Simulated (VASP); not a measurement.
Wanted: the native input for a VASP 6.6.1 run.

| Item | Value |
| --- | --- |
| Task | single point |
| Functional | PBE |
| Potentials or basis | VASP PAW PBE potentials, release 64 (Hf_pv, O) |
| Cutoff | 520 eV |
| k mesh | 6 × 6 × 4 |
| Occupations | gaussian, width 0.05 eV |
| Spin | no spin polarisation |
| Hubbard terms | Hf d U = 4.0 eV |
| Dipole correction | no |
| Further INCAR settings | ALGO = Normal; EDIFF = 1e-07; NBANDS = 31 |

The structure of HfO2 lies in POSCAR:

```
HfO2
1.0
    3.3339819252      0.0000000000      0.0000000000
    0.0000000000      3.6043047840      0.0000000000
    0.0000000000      0.0000000000      5.2639672632
Hf O
2 4
Direct
    0.5000000000      0.5000000000      0.5000000000
    0.0000000000      0.0000000000      0.0000000000
    0.0000000000      0.5000000000      0.6932520948
    0.5000000000      0.0000000000      0.8067479052
    0.5000000000      0.0000000000      0.3067479052
    0.0000000000      0.5000000000      0.1932520948
```

The input as run:

INCAR

```
ALGO = Normal ; EDIFF = 1E-7
ENCUT = 520 ; GGA = PE
ISIF = 2 ; ISMEAR = 0
LASPH = True ; LCHARG = False
LDAU = True ; LDAUJ = 0 0
LDAUL = 2 -1 ; LDAUPRINT = 1
LDAUTYPE = 2 ; LDAUU = 4 0
LMAXMIX = 4 ; LREAL = False
LWAVE = False ; NBANDS = 31
NELM = 150 ; PREC = Accurate
SIGMA = 0.05
```

KPOINTS

```
k-points
0
Gamma
  6 6 4
```

Potentials or basis: VASP PAW PBE potentials, release 64 (Hf_pv, O).

The run is started by

```console
$ cat potpaw_PBE.64/Hf_pv/POTCAR potpaw_PBE.64/O/POTCAR > POTCAR
$ mpirun -np 1 vasp_std > vasp.out
```

It gave:

```json
{
 "Pressure": "34.9 GPa",
 "Largest force": "2.420 eV/Å",
 "Band gap on the k mesh": "5.26 eV (least direct gap 5.33 eV)"
}
```

Caveat: the stress differs along the axes, from 21 to 58 GPa; spin-orbit coupling is left out, which moves the levels of the heavy elements; forces of over 1 eV/Å act on the atoms, so gaps and moduli don't describe the material at rest.

It took 2.5 min on 1 thread of Intel Xeon 8259CL, with other jobs on the host, peak memory 0.23 GiB.
